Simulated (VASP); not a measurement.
Set up this calculation in VASP 6.6.1, as the native input.

| Property | Result |
| --- | --- |
| Task | single point |
| Functional | PBE |
| Potentials or basis | VASP PAW PBE potentials, release 64 (In_d, Se) |
| Cutoff | 520 eV |
| k mesh | 7 × 7 × 6 |
| Occupations | fermi-dirac, width 0.02 eV |
| Spin | no spin polarisation |
| Dipole correction | no |
| Further INCAR settings | ALGO = Normal; EDIFF = 1e-07; NBANDS = 27 |

The structure of InSe lies in POSCAR:

```
InSe
1.0
    5.8370776766     -1.9669814598      0.0571935402
    5.8987276766      2.1430185402      0.1188435402
   -1.5345608501      0.0408636106      4.2996651710
In Se
2 2
Direct
    0.8840000000      0.8840000000      0.0050000000
    0.1160000000      0.1160000000      0.9950000000
    0.6600000000      0.6600000000      0.6420000000
    0.3400000000      0.3400000000      0.3580000000
```

This cell differs from its parent crystal: equal xy, yz and zx shear strains of +3 %.

These files were run (other wordings do the same):

INCAR

```
SYSTEM = InSe
  ALGO = Normal
  EDIFF = 1E-7
  ENCUT = 520
  GGA = PE
  ISIF = 2
  ISMEAR = -1
  LASPH = .TRUE.
  LCHARG = .FALSE.
  LREAL = .FALSE.
  LWAVE = .FALSE.
  NBANDS = 27
  NELM = 100
  PREC = Accurate
  SIGMA = 0.02
```

KPOINTS

```
k-points
0
G
  7 7 6
  0 0 0
```

Potentials or basis: VASP PAW PBE potentials, release 64 (In_d, Se).

Launch:

```bash
$ cat potpaw_PBE.64/In_d/POTCAR potpaw_PBE.64/Se/POTCAR > POTCAR
$ mpirun -np 1 vasp_std > vasp.out
```

It gave:

The pressure is 2.7 GPa, the largest force is 0.560 eV/Å and the band gap on the k mesh is 0.81 eV, indirect (least direct gap 1.19 eV).

Caveat: the cell differs from its parent crystal (equal xy, yz and zx shear strains of +3 %); spin-orbit coupling is left out, which moves the levels of the heavy elements.

Run time: 12 min on 1 thread of Oxide Virtual Turin-like Processor (shared host), peak memory 0.49 GiB.
